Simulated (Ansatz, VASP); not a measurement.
SiGe: VASP beside Ansatz

File INCAR:

```
SYSTEM = SiGe
PREC = Accurate
ENCUT = 520
EDIFF = 1E-6
ISMEAR = 0
SIGMA = 0.03
LREAL = .FALSE.
LASPH = .TRUE.
NELM = 80
ALGO = Normal
ISIF = 2
LWAVE = .FALSE.
LCHARG = .TRUE.
GGA = PS
LELF = .TRUE.
LVHAR = .TRUE.
NBANDS = 26
```

The input KPOINTS:

```
Automatic mesh
0
G
  12 12 6
  0 0 0
```

File POSCAR:

```
SiGe
1.0
    3.9686298291      0.0000000000      0.0000000000
   -1.9843149145      3.4369342502      0.0000000000
    0.0000000000      0.0000000000      6.5557570282
Si Ge
2 2
Direct
    0.6666666667      0.3333333333      0.8745463082
    0.3333333333      0.6666666667      0.3745463082
    0.6666666667      0.3333333333      0.5082128633
    0.3333333333      0.6666666667      0.0082128633
```

Input for Ansatz:

```yaml
crystal:
  lattice:
    - [3.9686298291, 0.0, 0.0]
    - [-1.9843149145, 3.4369342502, 0.0]
    - [0.0, 0.0, 6.5557570282]
  atoms:
    - { symbol: Si, position: [0.6666666667, 0.3333333333, 0.8745463082] }
    - { symbol: Si, position: [0.3333333333, 0.6666666667, 0.3745463082] }
    - { symbol: Ge, position: [0.6666666667, 0.3333333333, 0.5082128633] }
    - { symbol: Ge, position: [0.3333333333, 0.6666666667, 0.0082128633] }
basis:
  ecutwfc: 420
kpoints:
  mp_grid: { grid: [12, 12, 6] }
hamiltonian:
  xc: pbesol
  pseudopotentials: { kind: paw, azcp: { folder: soft_1 } }
scf:
  occupations: { method: gaussian, width: 0.03 }
output:
  forces: true
  stress: true
  eigenvalues: true
```

Alike in both runs: task single point; functional PBEsol; k mesh 12 × 12 × 6; occupations gaussian, width 0.03 eV; no spin polarisation.

```csv
,VASP,Ansatz
version,VASP 6.6.1,Ansatz 0.2.0
potentials or method,"VASP PAW PBE potentials, release 64 (Si, Ge_d), cutoff 520 eV","scalar-relativistic, plane waves, PAW"
valence electrons in the cell,36,36
```

VASP gave:

```
gap on the k mesh at the Fermi level (eV)                     : 0.19
least direct gap on the mesh (eV)                             : 0.25
pressure (GPa)                                                : -3.7
traceless stress, the component that is largest in VASP (GPa) : 1.51
rms of the force components (eV/Å)                            : 0.355
```

**Question.** Estimate Ansatz's values.

**Answer.** gap on the k mesh at the Fermi level (eV): 0.19; least direct gap on the mesh (eV): 0.24; pressure (GPa): -3.7; traceless stress, the component that is largest in VASP (GPa): 1.52; rms of the force components (eV/Å): 0.355.

VASP's potentials were made for PBE, not for PBEsol, and Ansatz warns of the same on its side. Atom by atom the forces differ by 0.000 eV/Å (rms over components). The functional is the same, so the differences come from potentials, cutoffs and numerics.
